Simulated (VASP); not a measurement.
BaZrO3, 5 atoms in the cell. The structure is tetragonal, space group P4/mmm (No. 123). Conventional cell: a = 4.289 Å, b = 4.289 Å, c = 4.162 Å, α = 90.00°, β = 90.00°, γ = 90.00°. Ba (site symmetry 4/mmm) has 12 O at 2.99 to 3.03 Å and 8 Zr at 3.68 Å within 3.9 Å. Zr (site symmetry 4/mmm) has 6 O at 2.08 to 2.14 Å within 2.8 Å. O (site symmetry 4/mmm) has 2 Zr at 2.08 Å within 2.8 Å. Within 2.8 Å of O (site symmetry mmm) lie 2 Zr at 2.14 Å.  This cell differs from its parent crystal: epitaxial xy strain +2.0%.

| Item | Value |
| --- | --- |
| Program | VASP 6.6.1 |
| Task | single point |
| Functional | PBE |
| Potentials or basis | VASP PAW PBE potentials, release 64 (Ba_sv, Zr_sv, O) |
| Cutoff | 520 eV |
| k mesh | 6 × 6 × 6 |
| Occupations | fermi-dirac, width 0.02 eV |
| Spin | no spin polarisation |
| Dipole correction | no |
| Further INCAR settings | ALGO = Normal; EDIFF = 1e-07; NBANDS = 28 |

Potentials or basis: VASP PAW PBE potentials, release 64 (Ba_sv, Zr_sv, O).

The run is started by

```bash
$ cat potpaw_PBE.64/Ba_sv/POTCAR potpaw_PBE.64/Zr_sv/POTCAR potpaw_PBE.64/O/POTCAR > POTCAR
$ mpirun -np 1 vasp_std > vasp.out
```

Hardware: 1 thread of Intel(R) Xeon(R) Platinum 8488C (Sapphire Rapids) (shared host).

Task: Estimate the wall time of this run.

Result: Run time: 36 s on 1 thread of Intel(R) Xeon(R) Platinum 8488C (Sapphire Rapids), on a shared host, peak memory 0.22 GiB. Counts: scf iterations 16, k points 40.
